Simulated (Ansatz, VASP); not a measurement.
# One calculation of InSb, two programs

The input INCAR:

```
SYSTEM = InSb
PREC = Accurate
ENCUT = 520
EDIFF = 1E-6
ISMEAR = 0
SIGMA = 0.15
LREAL = .False.
LASPH = .True.
NELM = 80
ALGO = Normal
ISIF = 2
LWAVE = .False.
LCHARG = .False.
GGA = PE
NBANDS = 16
```

File KPOINTS:

```
Automatic mesh
0
Gamma
  12 12 12
  0 0 0
```

Contents of POSCAR:

```
InSb
1.0
    0.0000000000      3.4134540157      3.0751837979
    2.7369135801      0.0000000000      3.0751837979
    2.7369135801      3.4134540157      0.0000000000
In Sb
1 1
Direct
    0.0000000000      0.0000000000      0.0000000000
    0.5000000000      0.5000000000      0.5000000000
```

Input for Ansatz:

```yaml
crystal:
  lattice:
    - [0.0, 3.4134540157, 3.0751837979]
    - [2.7369135801, 0.0, 3.0751837979]
    - [2.7369135801, 3.4134540157, 0.0]
  atoms:
    - { symbol: In, position: [0.0, 0.0, 0.0] }
    - { symbol: Sb, position: [0.5, 0.5, 0.5] }
basis:
  ecutwfc: 420
kpoints:
  mp_grid: { grid: [12, 12, 12] }
hamiltonian:
  xc: pbe
  pseudopotentials: { kind: paw, azcp: { folder: soft_1 } }
scf:
  occupations: { method: gaussian, width: 0.15 }
output:
  forces: true
  stress: true
  eigenvalues: true
```

Change from the starting cell: strain +e along x and -e along y -0.1100, strain +e along z and -e/2 along x and y +0.0000.

Alike in both runs: task single point; functional PBE; k mesh 12 × 12 × 12; occupations gaussian, width 0.15 eV; no spin polarisation.

|  | VASP | Ansatz |
| --- | --- | --- |
| version | VASP 6.6.1 | Ansatz 0.2.0 |
| potentials or method | VASP PAW PBE potentials, release 64 (In_d, Sb), cutoff 520 eV | scalar-relativistic, plane waves, PAW |
| valence electrons in the cell | 18 | 28 |

Ansatz gave:

| Item | Value |
| --- | --- |
| gap on the k mesh at the Fermi level (eV) | none |
| pressure (GPa) | 4.8 |
| traceless stress, the component that is largest in VASP (GPa) | 13.32 |

**Question.** Which values does VASP return?

**Answer.** gap on the k mesh at the Fermi level (eV): none; pressure (GPa): 4.8; traceless stress, the component that is largest in VASP (GPa): 13.28.

A gap of «none» marks a metal or a gap that the smearing closes. VASP's potentials hold 18 valence electrons a cell and Ansatz's 28, so a difference there can come from the potentials and not from the codes.

Spin-orbit coupling is off throughout.
